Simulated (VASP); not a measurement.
# Al16As16H (a cell with a defect) in VASP: relaxation of the atoms with PBE

Aim: the relaxation of the atoms of Al16As16H (a cell with a defect) with PBE.

Everything below comes from runs of VASP 6.6.1. Logs are shortened: lines on timing, memory, paths and dates and some standing lists are left out, and cuts for length are marked.

### Step 1. The cell of the first run

The cell holds a defect, 33 atoms: a = 9.921 Å, b = 9.921 Å, c = 9.921 Å, α = 109.47°, β = 109.47°, γ = 109.47°.

### Step 2. Relaxation of the atoms, PBE (with an interstitial atom)

File INCAR:

```
PREC = Accurate ; ENCUT = 520
EDIFF = 1E-6 ; ISMEAR = 0
SIGMA = 0.01 ; LREAL = Auto
LASPH = T ; NELM = 80
ALGO = Normal ; ISIF = 2
LWAVE = F ; LCHARG = F
GGA = PE ; IBRION = 2
NSW = 65 ; EDIFFG = -0.025
NELECT = 130.0 ; KPAR = 2
```

File KPOINTS:

```
Automatic mesh
0
Gamma
  2 2 2
  0.5 0.5 0.5
```

File POSCAR:

```
Al16As16H
1.0
   -5.7279123196      5.7279123196     -5.7279123196
    5.7279123196     -5.7279123196     -5.7279123196
   -5.7279123196     -5.7279123196      5.7279123196
Al As H
16 16 1
Direct
    0.4993186813      0.2536463516      0.2514439664
    0.2461190463      0.2447688561      0.4934469829
   -0.0001194278      0.2501922832      0.7501909733
    0.7493633375      0.0006532353      0.2501567737
    0.7503472026      0.2511164873      0.0006464079
    0.4998286377      0.0016883627      0.4988058573
    0.2492714430      0.0005297415      0.7500864692
   -0.0001690408      0.7501576353      0.2501626790
    0.9987700709      0.9995458983      0.9977365710
    0.7495249609      0.7466046458      0.4992619076
    0.4967181198      0.7554089275      0.7497434572
    0.2518575528      0.5042980746      0.2520922404
    0.2503128687      0.7510999392      0.0006535189
    0.0009108673      0.5006222409      0.4987983650
    0.7536940072      0.5025968499      0.7505489769
    0.4999071954      0.5005604344      0.0034589024
    0.4998387435      0.0013229463      0.2495037653
    0.2496117875     -0.0003397537      0.5000488389
   -0.0008808283     -0.0000645490      0.7487968740
    0.7506128270      0.7514197290      0.2507714879
    0.7506185622      0.0016310087      0.0010307453
    0.5008734306      0.7530486304      0.4980897355
    0.2490942376      0.7508207359      0.7502644334
    0.0005311183      0.5006414299      0.2494952839
    0.0007809788      0.7513411653      0.0009856766
    0.7517849680      0.5010438721      0.4997649781
    0.4976869654      0.4970718737      0.7372470837
    0.2487808590      0.2516101803      0.2504265621
    0.2491290304      0.5006492448      0.0000330322
   -0.0011451373      0.2504002481      0.5000223389
    0.7500662497      0.2498487728      0.7502631929
    0.4997932620      0.2497280486     -0.0001043191
    0.4990124375      0.5038308260      0.5644419219
```

Potentials or basis: VASP PAW PBE potentials, release 64 (Al, As, H).

On the command line:

```bash
> cat potpaw_PBE.64/Al/POTCAR potpaw_PBE.64/As/POTCAR potpaw_PBE.64/H/POTCAR > POTCAR
> mpirun -np 4 vasp_std > vasp.out
```

OUTCAR:

```text
PREC = Accurate
   ENCUT = 520
   EDIFF = 1E-6
   ISMEAR = 0
   LREAL = Auto
   LASPH = T
   NELM = 80
   ISIF = 2
   GGA = PE
   IBRION = 2
   NSW = 65
   EDIFFG = -0.025
   NELECT = 130.0

 ion  position               nearest neighbor table
   1  0.499  0.254  0.251-  26 2.47  28 2.48  32 2.48  17 2.50
   2  0.246  0.245  0.493-  28 2.44  18 2.47  27 2.47  30 2.49
   3  1.000  0.250  0.750-  19 2.48  31 2.48  29 2.48  30 2.48
   4  0.749  0.001  0.250-  17 2.48  30 2.48  20 2.48  21 2.48
   5  0.750  0.251  0.001-  24 2.48  21 2.48  32 2.48  31 2.48
   6  0.500  0.002  0.499-  22 2.47  17 2.47  31 2.48  18 2.48
[... 18 lines left out ...]
  25  0.001  0.751  0.001-  15 2.47  13 2.48   8 2.48   9 2.48
  26  0.752  0.501  0.500-  10 2.45   1 2.47  14 2.48  15 2.48
  27  0.498  0.497  0.737-  33 1.74   2 2.47  15 2.48  11 2.53  16 2.62
  28  0.249  0.252  0.250-   2 2.44   1 2.48  12 2.49   9 2.50
  29  0.249  0.501  0.000-  16 2.48   3 2.48  13 2.48  12 2.48
  30  0.999  0.250  0.500-   4 2.48   3 2.48  14 2.48   2 2.49
  31  0.750  0.250  0.750-   3 2.48   5 2.48   6 2.48  15 2.49
  32  0.500  0.250  1.000-  16 2.48   5 2.48   7 2.48   1 2.48
  33  0.499  0.504  0.564-  27 1.74

  LATTYP: Found a body centered cubic cell.
 ALAT       =    11.4558246392

  Lattice vectors:

 A1 = (  -5.7279123196,   5.7279123196,  -5.7279123196)
 A2 = (   5.7279123196,  -5.7279123196,  -5.7279123196)
 A3 = (  -5.7279123196,  -5.7279123196,   5.7279123196)

Analysis of symmetry for initial positions (statically):
=====================================================================
 Subroutine PRICEL returns:
 Original cell was already a primitive cell.

 Routine SETGRP: Setting up the symmetry group for a
 body centered cubic supercell.

 Subroutine GETGRP returns: Found  1 space group operations
 (whereof  1 operations were pure point group operations)
 out of a pool of 48 trial point group operations.

The static configuration has the point symmetry C_1 .

Analysis of symmetry for dynamics (positions and initial velocities):
=====================================================================
 Subroutine PRICEL returns:
 Original cell was already a primitive cell.

 Routine SETGRP: Setting up the symmetry group for a
 body centered cubic supercell.

 Subroutine GETGRP returns: Found  1 space group operations
 (whereof  1 operations were pure point group operations)
 out of a pool of 48 trial point group operations.

The dynamic configuration has the point symmetry C_1 .

 Subroutine INISYM returns: Found  1 space group operations
 (whereof  1 operations are pure point group operations),
[... 161 lines left out ...]
   LORBIT       =      0    0 simple, 1 ext, 2 COOP (PROOUT), +10 PAW based schemes
   GGA     = PE    functional components
   LHFCALC =     F    Hartree Fock is set to
   AEXX    =    0.0000 exact exchange contribution
   IVDW    =     0    specifies the selected vdW correction
   LEPSILON=     F    determine dielectric tensor
   LRPA    =     F    only Hartree local field effects (RPA)
 conjugate gradient relaxation of ions
 non-spin polarized calculation
 Gauss-broadening in eV      SIGMA  =   0.01
  energy-cutoff  :      520.00
  volume of cell :      751.71
 maximum number of plane-waves:     20280
 NGX is ok and might be reduce to    80
   NGX = 37   NGY = 37   NGZ = 37

--------------------------------------- Ionic step        1  -------------------------------------------

 number of electron     130.0000000 magnetization

 Free energy of the ion-electron system (eV)
  ---------------------------------------------------
  ext. energy  EPLUGINS =         0.00000000
  ---------------------------------------------------
  free energy    TOTEN  =      -146.31576330 eV

  energy without entropy =     -146.31576330  energy(sigma->0) =     -146.31576330

------------------------ aborting loop because EDIFF is reached ----------------------------------------

  FORCE on cell =-STRESS in cart. coord.  units (eV):
  Direction    XX          YY          ZZ          XY          YZ          ZX
  --------------------------------------------------------------------------------------
  -------------------------------------------------------------------------------------
  Total       11.5376595     11.4697567     11.5058614      0.5741642     -0.6952550     -0.4689691
  in kB       24.5911718     24.4464450     24.5233980      1.2237639     -1.4818548     -0.9995529
  external PRESSURE =      24.5203383 kB  Pullay stress =       0.0000000 kB
[... 182 lines left out ...]
  FREE ENERGIE OF THE ION-ELECTRON SYSTEM (eV)
  ---------------------------------------------------
  free  energy   TOTEN  =      -146.4359765659 eV

  energy  without entropy=     -146.4359765659  energy(sigma->0) =     -146.43597657

[... ionic steps 4 to 13 ...]

--------------------------------------- Ionic step       14  -------------------------------------------

 number of electron     129.9999999 magnetization

------------------------ aborting loop because EDIFF is reached ----------------------------------------
[... 129 lines left out ...]
--------------------------------------- Ionic step       16  -------------------------------------------

 number of electron     129.9999999 magnetization

 Free energy of the ion-electron system (eV)
  ---------------------------------------------------
  ext. energy  EPLUGINS =         0.00000000
  ---------------------------------------------------
  free energy    TOTEN  =      -146.66538966 eV

  energy without entropy =     -146.66538966  energy(sigma->0) =     -146.66538966

 E-fermi :   4.8038     XC(G=0):  -8.9689

 val. band max:        4.7255006701   @ k =   0.2500  -0.2500   0.2500
 cond. band min:       5.4366543511   @ k =   0.2500  -0.2500   0.2500
 fundamental gap:      0.7111536810
 Fermi energy:         4.8037549487

 k-point     1 :       0.2500    0.2500    0.2500
  band No.  band energies     occupation
      1      -7.5696      2.00000
      2      -7.5382      2.00000
      3      -7.5359      2.00000
      4      -7.5349      2.00000
      5      -6.5354      2.00000
      6      -6.5339      2.00000
[... 309 lines left out ...]
     76       7.0323      0.00000
     77       7.1175      0.00000
 [bands above 77 left out]

------------------------ aborting loop because EDIFF is reached ----------------------------------------

  FORCE on cell =-STRESS in cart. coord.  units (eV):
  Direction    XX          YY          ZZ          XY          YZ          ZX
  --------------------------------------------------------------------------------------
  -------------------------------------------------------------------------------------
  Total       10.2372578     10.1602017     10.2303673      0.1747264     -0.1669945     -0.3748315
  in kB       21.8195177     21.6552815     21.8048313      0.3724090     -0.3559293     -0.7989094
  external PRESSURE =      21.7598769 kB  Pullay stress =       0.0000000 kB
[... 48 lines left out ...]
  FREE ENERGIE OF THE ION-ELECTRON SYSTEM (eV)
  ---------------------------------------------------
  free  energy   TOTEN  =      -146.6653896609 eV

  energy  without entropy=     -146.6653896609  energy(sigma->0) =     -146.66538966

 reached required accuracy - stopping structural energy minimisation
```

Wall time 12 min (4 MPI ranks of Intel Xeon 6975P-C (Granite Rapids), shared host); peak memory 0.7 GiB.

What came out:

```yaml
Free_energy: -146.6654 eV
Energy_gained_by_relaxing: 10.6 meV/atom
Ionic_steps: 16
Largest_force_after_relaxing: 0.017 eV/Å
```

Forces on the atoms (eV/Å):
```
Al   0.001 -0.002  0.000
Al   0.002  0.009  0.008
Al   0.004 -0.004  0.002
Al   0.005 -0.001 -0.002
Al  -0.006  0.001  0.002
Al   0.007 -0.012  0.001
Al  -0.002  0.007  0.010
Al  -0.010 -0.003  0.004
Al  -0.010  0.000 -0.001
Al  -0.004 -0.001  0.007
Al   0.005  0.000 -0.008
Al  -0.006  0.000 -0.003
Al   0.006 -0.002 -0.002
Al  -0.004 -0.009 -0.001
Al  -0.003  0.003 -0.007
Al   0.003  0.005 -0.002
As  -0.006  0.002  0.004
As   0.002  0.007 -0.005
As  -0.004  0.001 -0.005
As   0.005  0.009  0.000
As  -0.001 -0.011  0.003
As   0.000 -0.002  0.006
As   0.013 -0.011  0.002
As   0.005  0.000  0.000
As   0.001  0.000 -0.001
As  -0.002  0.001 -0.008
As   0.002 -0.001 -0.005
As   0.006  0.007  0.007
As  -0.001  0.007  0.001
As  -0.008  0.001  0.007
As  -0.007  0.004 -0.002
As   0.006 -0.008 -0.013
H   -0.003  0.000  0.002
```

Step by step:
```tsv
step	energy change (eV)	largest force (eV/Å)	pressure (GPa)
1	0.0000	0.8789	2.45
2	-0.0791	0.7576	2.40
3	-0.1202	0.6333	2.37
4	-0.1863	0.5279	2.32
5	-0.2715	0.6351	2.27
6	-0.3241	0.1446	2.23
7	-0.3261	0.1580	2.23
8	-0.3378	0.0757	2.21
9	-0.3386	0.0959	2.21
10	-0.3441	0.0571	2.20
11	-0.3449	0.0666	2.19
12	-0.3472	0.0311	2.19
13	-0.3475	0.0438	2.19
14	-0.3492	0.0270	2.18
15	-0.3494	0.0252	2.18
16	-0.3496	0.0169	2.18
```

Final structure:
```xyz
33
Lattice="-5.7279 5.7279 -5.7279 5.7279 -5.7279 -5.7279 -5.7279 -5.7279 5.7279" Properties=species:S:1:pos:R:3 pbc="T T T"
Al   -2.8670   -0.0666   -2.8582
Al   -2.8696   -2.8827   -0.0643
Al   -8.5903   -0.0125   -2.8614
Al   -5.7289    2.8533   -2.8631
Al   -2.8653    2.8546   -5.7243
Al   -5.7040   -0.0346   -0.0211
Al   -5.7293   -2.8735    2.8689
Al   -2.8625   -0.0130   -8.5919
Al   -5.7069   -5.7207   -5.7038
Al   -2.8666   -2.8797   -5.6681
Al   -2.8696   -5.6634   -2.8559
Al   -0.0568   -2.8810   -2.8586
Al    2.8650   -2.8746   -5.7241
Al   -0.0205   -5.7196   -0.0172
Al   -5.6620   -2.8819   -2.8543
Al   -0.0386   -0.0473   -5.6870
As   -4.2794    1.4110   -1.4456
As   -4.2782   -1.4641    1.4223
As   -4.2804   -4.2939   -7.1461
As   -1.4549   -1.4664   -7.1462
As   -4.2772   -7.1553   -4.2730
As   -1.4028   -4.3372   -4.3233
As   -1.4540   -7.1545   -1.4473
As    1.4218   -4.2943   -1.4448
As   -7.1458   -4.2905   -4.2752
As   -4.3232   -1.4198   -4.3168
As   -4.3415   -4.3503   -1.3838
As   -1.4073   -1.4203   -1.4030
As    1.4209   -1.4663   -4.2705
As   -1.4496   -4.2907    1.4207
As   -7.1466   -1.4629   -1.4467
As   -1.4557    1.4122   -4.2689
H    -2.8840   -2.9212   -2.8402
```

Levels at points of the mesh, in eV from the Fermi level:
```tsv
k point	band 63	band 64	band 65	band 66	band 67	band 68
(0.25, 0.25, 0.25)	-1.67	-1.67	-0.34	1.20	1.20	1.20
```

Caveat: the cell carries a net charge on a neutralising background, which shifts energy and pressure; the cell differs from its parent crystal (with an interstitial atom); the cell is charged against a uniform background, so pressure and absolute levels hang on convention.
